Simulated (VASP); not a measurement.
Wanted: the native input for a VASP 6.6.1 run.

| Quantity | Value |
| --- | --- |
| Task | single point |
| Functional | PBE |
| Potentials or basis | VASP PAW PBE potentials, release 64 (Al, Cl) |
| Cutoff | 520 eV |
| k mesh | 4 × 4 × 4 |
| Occupations | gaussian, width 0.1 eV |
| Spin | no spin polarisation |
| Dipole correction | no |
| Further INCAR settings | ALGO = Normal; EDIFF = 1e-06; NBANDS = 16 |

The structure of Al3Cl lies in POSCAR:

```
Al3Cl
1.0
    4.3025038100      0.0000000000      0.0000000000
    0.0000000000      4.3025038100      0.0000000000
    0.0000000000      0.0000000000      4.3025038100
Al Cl
3 1
Direct
    0.5000000000      0.5000000000      0.0000000000
    0.5000000000      0.0000000000      0.5000000000
    0.0000000000      0.5000000000      0.5000000000
    0.0000000000      0.0000000000      0.0000000000
```

The input as run:

INCAR

```
SYSTEM = Al3Cl
PREC = Accurate
ENCUT = 520
EDIFF = 1E-6
ISMEAR = 0
SIGMA = 0.1
LREAL = .False.
LASPH = .True.
NELM = 80
ALGO = Normal
ISIF = 2
LWAVE = .False.
LCHARG = .True.
GGA = PE
LELF = .True.
LVHAR = .True.
NBANDS = 16
```

KPOINTS

```
Automatic mesh
0
Gamma
  4 4 4
  0 0 0
```

Potentials or basis: VASP PAW PBE potentials, release 64 (Al, Cl).

Launch:

```console
$ cat potpaw_PBE.64/Al/POTCAR potpaw_PBE.64/Cl/POTCAR > POTCAR
$ mpirun -np 1 vasp_std > vasp.out
```

Results of the run:

```yaml
Pressure: 0.7 GPa
Band_gap_on_the_k_mesh: zero (band 8 reaches 6.60 eV, above the bottom of band 9 at 6.18 eV)
```

Caveat: the k points lie up to 0.37 Å⁻¹ apart.

Wall time 12 s on 1 thread of Intel(R) Xeon(R) Platinum 8375C CPU @ 2.90GHz (Ice Lake) (shared host), peak memory 0.17 GiB.
